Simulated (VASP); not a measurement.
Wanted: the native input for a VASP 6.6.1 run.

```yaml
Task: single point
Functional: LDA
Potentials_or_basis: VASP PAW LDA potentials, release 64 (Bi_d, Se)
Cutoff: 500 eV
k_mesh: 8 × 8 × 8
Occupations: gaussian, width 0.01 eV
Spin: no spin polarisation
Dipole_correction: no
Further_INCAR_settings: ALGO = Normal; EDIFF = 1e-06; NBANDS = 32
```

The structure of Bi2Se3 lies in POSCAR:

```
Bi2Se3
1.0
    2.0525743248      1.1850543389      9.2950810415
   -2.0525743248      1.1850543389      9.2950810415
    0.0000000000     -2.3701086779      9.2950810415
Bi Se
2 3
Direct
    0.4013446266      0.4013446266      0.4013446266
    0.5986553734      0.5986553734      0.5986553734
    0.0000000000      0.0000000000      0.0000000000
    0.2092652695      0.2092652695      0.2092652695
    0.7907347305      0.7907347305      0.7907347305
```

The input as run:

INCAR

```
PREC = Accurate ; ENCUT = 500
EDIFF = 1E-6 ; ISMEAR = 0
SIGMA = 0.01 ; LREAL = False
LASPH = True ; NELM = 120
ALGO = Normal ; ISIF = 2
LWAVE = False ; LCHARG = False
GGA = CA ; NBANDS = 32
GGA_COMPAT = False
```

KPOINTS

```
regular mesh
0
Gamma
  8 8 8
```

Potentials or basis: VASP PAW LDA potentials, release 64 (Bi_d, Se).

Command:

```bash
$ cat potpaw_LDA.64/Bi_d/POTCAR potpaw_LDA.64/Se/POTCAR > POTCAR
$ mpirun -np 1 vasp_std > vasp.out
```

Results of the run:

* Pressure: 0.2 GPa
* Largest force: 0.031 eV/Å
* Band gap on the k mesh: 0.04 eV

Caveat: spin-orbit coupling is left out, which moves the levels of the heavy elements.

It took 40 min on 1 thread of Oxide Virtual Turin-like Processor, with other jobs on the host, peak memory 0.6 GiB.
